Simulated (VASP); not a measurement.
Wanted: the native input for a VASP 6.6.1 run.

| Item | Value |
| --- | --- |
| Task | single point |
| Functional | LDA |
| Potentials or basis | VASP PAW LDA potentials, release 64 (Co_sv) |
| Cutoff | 600 eV |
| k mesh | 13 × 13 × 13 |
| Occupations | fermi-dirac, width 0.1 eV |
| Spin | no spin polarisation |
| Dipole correction | no |
| Second run | valence_matched |
| Further INCAR settings | ALGO = Normal; EDIFF = 1e-06; NBANDS = 24 |

The structure of Co lies in POSCAR:

```
Co
1.0
    0.0000000000      2.2969432808      2.2969432808
    2.2969432808      0.0000000000      2.2969432808
    2.2969432808      2.2969432808      0.0000000000
Co
2
Direct
    0.1250000000      0.1250000000      0.1250000000
    0.8750000000      0.8750000000      0.8750000000
```

This cell differs from its parent crystal: volume scaled by 0.88.

One way to write it, as run:

INCAR

```
PREC = Accurate
ENCUT = 600
EDIFF = 1E-6
ISMEAR = -1
SIGMA = 0.1
LREAL = F
LASPH = T
NELM = 120
ALGO = Normal
ISIF = 2
LWAVE = F
LCHARG = T
GGA = CA
LELF = T
LVHAR = T
NBANDS = 24
GGA_COMPAT = F
```

KPOINTS

```
Automatic mesh
0
Gamma
  13 13 13
```

Potentials or basis: VASP PAW LDA potentials, release 64 (Co_sv).

Run with:

```sh
$ cat potpaw_LDA.64/Co_sv/POTCAR > POTCAR
$ mpirun -np 1 vasp_std > vasp.out
```

Results of the run:

```json
{
  "Pressure": "24.9 GPa",
  "Band gap on the k mesh": "zero (band 17 reaches 10.71 eV, above the bottom of band 18 at 9.58 eV)"
}
```

Caveat: the run has no spin polarisation, though such a crystal can be magnetic.

Wall time 110 s on 1 thread of AMD EPYC 7R43 64-Core Processor (Zen 3), with other jobs on the host, peak memory 0.13 GiB.
